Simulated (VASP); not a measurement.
HfTa4F: single point with PBE

Crystal: HfTa4F.

```
CELL_PARAMETERS angstrom
4.78225 0.00000 0.00000
-2.39112 4.14155 0.00000
0.00000 0.00000 5.59478
ATOMIC_POSITIONS crystal
Hf 0.00000 0.00000 0.50000
Ta 0.33333 0.66667 0.74590
Ta 0.33333 0.66667 0.25410
Ta 0.66667 0.33333 0.25410
Ta 0.66667 0.33333 0.74590
F 0.00000 0.00000 0.00000
```

```
Program                : VASP 6.6.1
Task                   : single point
Functional             : PBE
Potentials or basis    : VASP PAW PBE potentials, release 64 (Hf_pv, Ta_pv, F)
Cutoff                 : 520 eV
k mesh                 : 6 × 6 × 2
Occupations            : gaussian, width 0.1 eV
Spin                   : no spin polarisation
Dipole correction      : no
Further INCAR settings : ALGO = Normal; EDIFF = 1e-06; NBANDS = 40
```

| Property | Result |
| --- | --- |
| Pressure | -0.1 GPa |
| Largest force | 0.006 eV/Å |

Forces in eV/Å, atoms in the order of the input:
```
Hf   0.000  0.000  0.000
Ta   0.000  0.000 -0.006
Ta   0.000  0.000  0.006
Ta   0.000  0.000  0.006
Ta   0.000  0.000 -0.006
F    0.000  0.000  0.000
```

Levels at points of the mesh, in eV from the Fermi level:
| k point | band 28 | band 29 | band 30 | band 31 | band 32 | band 33 | band 34 | band 35 |
| --- | --- | --- | --- | --- | --- | --- | --- | --- |
| (0.00, 0.00, 0.00) | -0.40 | -0.40 | -0.28 | -0.25 | -0.25 | 1.37 | 1.37 | 1.51 |
| (0.50, 0.00, 0.00) | -0.96 | -0.93 | -0.82 | -0.32 | -0.31 | 1.60 | 2.18 | 2.44 |
| (0.00, 0.00, 0.50) | -0.70 | -0.63 | -0.54 | -0.54 | 1.10 | 1.10 | 1.14 | 1.41 |
| (0.50, 0.00, 0.50) | -0.82 | -0.31 | -0.22 | -0.18 | 0.30 | 0.73 | 1.25 | 1.62 |

Run time: 27 s on 1 thread of Intel(R) Xeon(R) 6975P-C (Granite Rapids) (shared host), peak memory 0.25 GiB.

Caveat: the k points lie up to 0.56 Å⁻¹ apart; spin-orbit coupling is left out, which moves the levels of the heavy elements; an odd number of electrons without spin polarisation forces a metal; a magnetic or distorted state may lie lower.
